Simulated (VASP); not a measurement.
# LiCl (I4/mmm) in VASP: further runs

Runs on LiCl. Level: PBEsol. Tasks: single point.

Everything below comes from runs of VASP 6.6.1. Logs are shortened: lines on timing, memory, paths and dates and some standing lists are left out, and cuts for length are marked.

## Step 1: The cell of the first run

It takes space group I4/mmm (No. 139, tetragonal). Conventional cell: a = 3.446 Å, b = 3.446 Å, c = 5.130 Å, α = 90.00°, β = 90.00°, γ = 90.00°. Li (site symmetry 4/mmm) has 6 Cl at 2.44 to 2.56 Å within 3.2 Å. Cl (site symmetry 4/mmm) has 6 Li at 2.44 to 2.56 Å within 3.2 Å.

## Step 2: Single point, PBEsol (strain -0.050 along x and y, +0.000 along z)

The input, INCAR:

```
  PREC = Accurate
  ENCUT = 520
  EDIFF = 1E-6
  ISMEAR = 0
  SIGMA = 0.05
  LREAL = False
  LASPH = True
  NELM = 60
  ALGO = Normal
  ISIF = 2
  LWAVE = False
  LCHARG = False
  GGA = PS
  NBANDS = 12
```

The input, KPOINTS:

```
Automatic mesh
0
Gamma
  8 8 8
```

The input, POSCAR:

```
LiCl
1.0
    0.0000000000      2.4365220000      2.5647600000
    2.4365220000      0.0000000000      2.5647600000
    2.4365220000      2.4365220000      0.0000000000
Li Cl
1 1
Direct
    0.0000000000      0.0000000000      0.0000000000
    0.5000000000      0.5000000000      0.5000000000
```

Potentials or basis: VASP PAW PBE potentials, release 64 (Li_sv, Cl).

Run with:

```
> cat potpaw_PBE.64/Li_sv/POTCAR potpaw_PBE.64/Cl/POTCAR > POTCAR
> mpirun -np 1 vasp_std > vasp.out
```

OUTCAR:

```text
PREC = Accurate
   ENCUT = 520
   EDIFF = 1E-6
   ISMEAR = 0
   LREAL = False
   LASPH = True
   NELM = 60
   ISIF = 2
   GGA = PS

 ion  position               nearest neighbor table
   1  0.000  0.000  0.000-   2 2.44   2 2.44   2 2.44   2 2.44   2 2.56   2 2.56
   2  0.500  0.500  0.500-   1 2.44   1 2.44   1 2.44   1 2.44   1 2.56   1 2.56

  LATTYP: Found a body centered tetragonal cell.
 ALAT       =     3.4457624574
 C/A-ratio  =     1.4886458551

  Lattice vectors:

 A1 = (  -2.4365220000,   0.0000000000,   2.5647600000)
 A2 = (   2.4365220000,   0.0000000000,   2.5647600000)
 A3 = (   0.0000000000,   2.4365220000,  -2.5647600000)

Analysis of symmetry for initial positions (statically):
=====================================================================
 Subroutine PRICEL returns:
 Original cell was already a primitive cell.

 Routine SETGRP: Setting up the symmetry group for a
 body centered tetragonal supercell.

 Subroutine GETGRP returns: Found 16 space group operations
 (whereof 16 operations were pure point group operations)
 out of a pool of 16 trial point group operations.

The static configuration has the point symmetry D_4h.

Analysis of symmetry for dynamics (positions and initial velocities):
=====================================================================
 Subroutine PRICEL returns:
 Original cell was already a primitive cell.

 Routine SETGRP: Setting up the symmetry group for a
 body centered tetragonal supercell.

 Subroutine GETGRP returns: Found 16 space group operations
 (whereof 16 operations were pure point group operations)
 out of a pool of 16 trial point group operations.

The dynamic configuration has the point symmetry D_4h.

 Subroutine INISYM returns: Found 16 space group operations
 (whereof 16 operations are pure point group operations),
 and found     1 'primitive' translations

----------------------------------------------------------------------------------------

                                     Primitive cell

  volume of cell :      30.4521

  direct lattice vectors                    reciprocal lattice vectors
     0.000000000  2.436522000  2.564760000    -0.205210542  0.205210542  0.194950015
     2.436522000  0.000000000  2.564760000     0.205210542 -0.205210542  0.194950015
     2.436522000  2.436522000  0.000000000     0.205210542  0.205210542 -0.194950015

  length of vectors
     3.537602764  3.537602764  3.445762457     0.349611558  0.349611558  0.349611558

  position of ions in fractional coordinates (direct lattice)
     0.000000000  0.000000000  0.000000000
     0.500000000  0.500000000  0.500000000

  ion indices of the primitive-cell ions
   primitive index   ion index
                 1           1
                 2           2

----------------------------------------------------------------------------------------

 KPOINTS: Automatic mesh

Automatic generation of k-mesh.
 Grid dimensions read from file:
 generate k-points for:    8    8    8

 Generating k-lattice:

  Cartesian coordinates                     Fractional coordinates (reciprocal lattice)
    -0.025651318  0.025651318  0.024368752     0.125000000  0.000000000  0.000000000
     0.025651318 -0.025651318  0.024368752     0.000000000  0.125000000  0.000000000
     0.025651318  0.025651318 -0.024368752    -0.000000000 -0.000000000  0.125000000

  Length of vectors
     0.043701445  0.043701445  0.043701445

  Shift w.r.t. Gamma in fractional coordinates (k-lattice)
     0.000000000  0.000000000  0.000000000

 Subroutine IBZKPT returns following result:
 ===========================================

 Found     59 irreducible k-points:

 Following reciprocal coordinates:
            Coordinates               Weight
  0.000000  0.000000  0.000000      1.000000
  0.125000  0.000000  0.000000      8.000000
  0.250000  0.000000  0.000000      8.000000
  0.375000  0.000000  0.000000      8.000000
  0.500000  0.000000  0.000000      4.000000
  0.125000  0.125000  0.000000      2.000000
[... 16 lines left out ...]
  0.250000  0.000000  0.125000     16.000000
  0.375000  0.000000  0.125000     16.000000
 [... further k-points ...]
   k-points           NKPTS =     59   k-points in BZ     NKDIM =     59   number of bands    NBANDS=     12
   number of dos      NEDOS =    301   number of ions     NIONS =      2
   total plane-waves  NPLWV =  21952
   dimension x,y,z NGX =    28 NGY =   28 NGZ =   28
   dimension x,y,z NGXF=    56 NGYF=   56 NGZF=   56
   ions per type =               1   1
   NGX,Y,Z   is equivalent  to a cutoff of  13.16, 13.16, 13.51 a.u.
   NGXF,Y,Z  is equivalent  to a cutoff of  26.32, 26.32, 27.02 a.u.
 SYSTEM =  unknown system
   PREC   = accura    normal or accurate (medium, high low for compatibility)
   ISTART =      0    job   : 0-new  1-cont  2-samecut
   ICHARG =      2    charge: 1-file 2-atom 10-const
   ISPIN  =      1    spin polarized calculation?
   LNONCOLLINEAR =      F non collinear calculations
   LSORBIT =      F    spin-orbit coupling
   LASPH  =      T    aspherical Exc in radial PAW
   ENCUT  =  520.0 eV  38.22 Ry    6.18 a.u.   6.58  6.58  6.41*2*pi/ulx,y,z
   NELM   =     60;   NELMIN=  2; NELMDL= -5     # of ELM steps
   EDIFF  = 0.1E-05   stopping-criterion for ELM
   LREAL  =      F    real-space projection
   EDIFFG = 0.1E-04   stopping-criterion for IOM
   NSW    =      0    number of steps for IOM
   IBRION =     -1    ionic relax: 0-MD 1-quasi-New 2-CG
   NFREE  =      0    steps in history (QN), initial steepest desc. (CG)
   ISIF   =      2    stress and relaxation
   ISYM   =      2    0-nonsym 1-usesym 2-fastsym
   POTIM  = 0.5000    time-step for ionic-motion
   TEBEG  =    0.0;   TEEND  =   0.0 temperature during run
   PSTRESS=    0.0 pullay stress
   NELECT =      10.0000    total number of electrons
   NUPDOWN=      -1.0000    fix difference up-down
   EMIN   =  10.00;   EMAX   =-10.00  energy-range for DOS
   EFERMI =   0.00;   METHOD = LEGACY
   ISMEAR =     0;   SIGMA  =   0.05  broadening in eV -4-tet -1-fermi 0-gaus
   EFERMI_NEDOS =   21; number of points for ismear=-14 and -15
   IALGO  =     38    algorithm
   IMIX   =      4    mixing-type and parameters
     AMIX     =   0.40;   BMIX     =  1.00
     AMIX_MAG =   1.60;   BMIX_MAG =  1.00
  volume/ion in A,a.u.               =      15.23       102.75
  Fermi-wavevector in a.u.,A,eV,Ry     =   1.129455  2.134361 17.356533  1.275669
  Thomas-Fermi vector in A             =   2.266149
   LORBIT       =      0    0 simple, 1 ext, 2 COOP (PROOUT), +10 PAW based schemes
   GGA     = PS    functional components
   LHFCALC =     F    Hartree Fock is set to
   AEXX    =    0.0000 exact exchange contribution
   IVDW    =     0    specifies the selected vdW correction
   LEPSILON=     F    determine dielectric tensor
   LRPA    =     F    only Hartree local field effects (RPA)
 non-spin polarized calculation
 Gauss-broadening in eV      SIGMA  =   0.05
  energy-cutoff  :      520.00
  volume of cell :       30.45
 maximum number of plane-waves:       835
 NGX is ok and might be reduce to    28
   NGX = 13   NGY = 13   NGZ = 13

 number of electron      10.0000000 magnetization

 number of electron       9.9999996 magnetization

 Free energy of the ion-electron system (eV)
  ---------------------------------------------------
  ext. energy  EPLUGINS =         0.00000000
  ---------------------------------------------------
  free energy    TOTEN  =        -7.61320810 eV

  energy without entropy =       -7.61320810  energy(sigma->0) =       -7.61320810

 E-fermi :   1.7655     XC(G=0):  -9.3603

 val. band max:        1.4350673251   @ k =   0.0000   0.0000   0.0000
 cond. band min:       7.9933890001   @ k =   0.5000   0.0000   0.0000
 fundamental gap:      6.5583216749
 Fermi energy:         1.7654518771

 k-point     1 :       0.0000    0.0000    0.0000
  band No.  band energies     occupation
      1     -41.3075      2.00000
      2     -12.4366      2.00000
      3       1.3050      2.00000
      4       1.3050      2.00000
      5       1.4351      2.00000
      6       8.1121      0.00000
      7      12.9340      0.00000
      8      13.4178      0.00000
      9      13.4178      0.00000
     10      15.6486      0.00000
     11      15.7751      0.00000
     12      16.6501      0.00000

 k-point     2 :       0.1250    0.0000    0.0000
  band No.  band energies     occupation
      1     -41.3069      2.00000
      2     -12.3421      2.00000
      3       0.7225      2.00000
      4       1.2751      2.00000
      5       1.3283      2.00000
      6       8.5754      0.00000
      7      12.4720      0.00000
      8      12.9530      0.00000
      9      13.4776      0.00000
     10      14.4507      0.00000
     11      14.8157      0.00000
     12      16.7921      0.00000

 k-point     3 :       0.2500    0.0000    0.0000
  band No.  band energies     occupation
      1     -41.3050      2.00000
      2     -12.0985      2.00000
      3      -0.5079      2.00000
      4       1.1633      2.00000
      5       1.2087      2.00000
      6       8.7508      0.00000
      7      11.7793      0.00000
      8      12.3535      0.00000
      9      12.6667      0.00000
     10      15.4704      0.00000
     11      15.4827      0.00000
     12      17.4490      0.00000

 k-point     4 :       0.3750    0.0000    0.0000
  band No.  band energies     occupation
      1     -41.3031      2.00000
      2     -11.8282      2.00000
      3      -1.5578      2.00000
      4       1.0146      2.00000
      5       1.1499      2.00000
      6       8.2387      0.00000
      7      10.8920      0.00000
      8      11.3488      0.00000
      9      14.2431      0.00000
     10      17.2919      0.00000
     11      17.5141      0.00000
     12      18.1946      0.00000

 k-point     5 :       0.5000    0.0000    0.0000
  band No.  band energies     occupation
      1     -41.3023      2.00000
      2     -11.7067      2.00000
      3      -1.9642      2.00000
      4       0.9566      2.00000
      5       1.1277      2.00000
      6       7.9934      0.00000
      7      10.5818      0.00000
      8      10.9978      0.00000
      9      15.2494      0.00000
     10      18.7054      0.00000
     11      18.7856      0.00000
     12      19.1861      0.00000
[... 228 lines left out ...]
      1     -41.3016      2.00000
      2     -11.4528      2.00000
      3      -2.1247      2.00000
      4       0.1500      2.00000
      5       0.1500      2.00000
      6       9.4397      0.00000
      7       9.4741      0.00000
      8      14.0406      0.00000
      9      16.4216      0.00000
     10      16.4216      0.00000
     11      18.8638      0.00000
     12      20.5657      0.00000

 k-point    22 :       0.1250    0.0000    0.1250
  band No.  band energies     occupation
      1     -41.3065      2.00000
      2     -12.3057      2.00000
      3       0.7837      2.00000
      4       1.0366      2.00000
      5       1.2229      2.00000
      6       8.8782      0.00000
      7      12.2346      0.00000
      8      13.1165      0.00000
      9      13.2661      0.00000
     10      13.3029      0.00000
     11      16.2826      0.00000
     12      16.9705      0.00000

 k-point    23 :       0.2500    0.0000    0.1250
  band No.  band energies     occupation
      1     -41.3050      2.00000
      2     -12.1045      2.00000
      3      -0.1832      2.00000
      4       0.8947      2.00000
      5       1.0509      2.00000
      6       9.4779      0.00000
      7      11.5432      0.00000
      8      11.8566      0.00000
      9      12.9463      0.00000
     10      14.2284      0.00000
     11      16.4958      0.00000
     12      18.1253      0.00000

 k-point    24 :       0.3750    0.0000    0.1250
  band No.  band energies     occupation
      1     -41.3031      2.00000
      2     -11.8338      2.00000
      3      -1.2508      2.00000
      4       0.7935      2.00000
      5       0.8235      2.00000
      6       9.0709      0.00000
      7      10.9814      0.00000
      8      11.9554      0.00000
      9      12.7509      0.00000
     10      15.9273      0.00000
     11      18.1497      0.00000
     12      19.0568      0.00000

 [... further k-points ...]

------------------------ aborting loop because EDIFF is reached ----------------------------------------

  FORCE on cell =-STRESS in cart. coord.  units (eV):
  Direction    XX          YY          ZZ          XY          YZ          ZX
  --------------------------------------------------------------------------------------
  -------------------------------------------------------------------------------------
  Total        0.7120820      0.7120820      0.1451979      0.0000000     -0.0000000      0.0000000
  in kB       37.4647790     37.4647790      7.6392981      0.0000000     -0.0000000      0.0000000
  external PRESSURE =      27.5229520 kB  Pullay stress =       0.0000000 kB

 VOLUME and BASIS-vectors are now :
 -----------------------------------------------------------------------------
  energy-cutoff  :      520.00
  volume of cell :       30.45
      direct lattice vectors                 reciprocal lattice vectors
     0.000000000  2.436522000  2.564760000    -0.205210542  0.205210542  0.194950015
     2.436522000  0.000000000  2.564760000     0.205210542 -0.205210542  0.194950015
     2.436522000  2.436522000  0.000000000     0.205210542  0.205210542 -0.194950015

 POSITION                                       TOTAL-FORCE (eV/Angst)
 -----------------------------------------------------------------------------------
      0.00000      0.00000      0.00000        -0.000000      0.000000      0.000000
      2.43652      2.43652      2.56476         0.000000     -0.000000      0.000000
 -----------------------------------------------------------------------------------
    total drift:                                0.000000      0.000000      0.000000

  FREE ENERGIE OF THE ION-ELECTRON SYSTEM (eV)
  ---------------------------------------------------
  free  energy   TOTEN  =        -7.6132081028 eV

  energy  without entropy=       -7.6132081028  energy(sigma->0) =       -7.61320810
```

Run time: 28 s. Hardware: 1 thread of Intel Xeon 8259CL, shared host; peak memory 0.16 GiB.

What came out:

| Item | Value |
| --- | --- |
| Free energy | -7.6132 eV |
| Band gap on the k mesh | 6.56 eV (least direct gap 6.68 eV) |

Levels at points of the mesh, in eV from the valence-band top:
| k point | band 2 | band 3 | band 4 | band 5 | band 6 | band 7 | band 8 | band 9 |
| --- | --- | --- | --- | --- | --- | --- | --- | --- |
| (0.00, 0.00, 0.00) | -13.87 | -0.13 | -0.13 | 0.00 | 6.68 | 11.50 | 11.98 | 11.98 |
| (0.50, 0.00, 0.00) | -13.14 | -3.40 | -0.48 | -0.31 | 6.56 | 9.15 | 9.56 | 13.81 |
| (0.50, 0.50, 0.00) | -12.89 | -3.56 | -1.29 | -1.29 | 8.00 | 8.04 | 12.61 | 14.99 |
| (0.50, 0.00, 0.50) | -12.77 | -3.55 | -1.67 | -1.29 | 7.76 | 7.88 | 13.36 | 14.01 |

Caveat: the cell differs from its parent crystal (strain -0.050 along x and y, +0.000 along z); the cutoff is under 1.25 times the usual one of these potentials, so pressure, stress and relaxed cells hold a basis-set (Pulay) error; the PAW data sets were made with another functional, which shifts forces and pressure a little. A k mesh can miss the band edges.

(Part 1 of 2 ends here.)
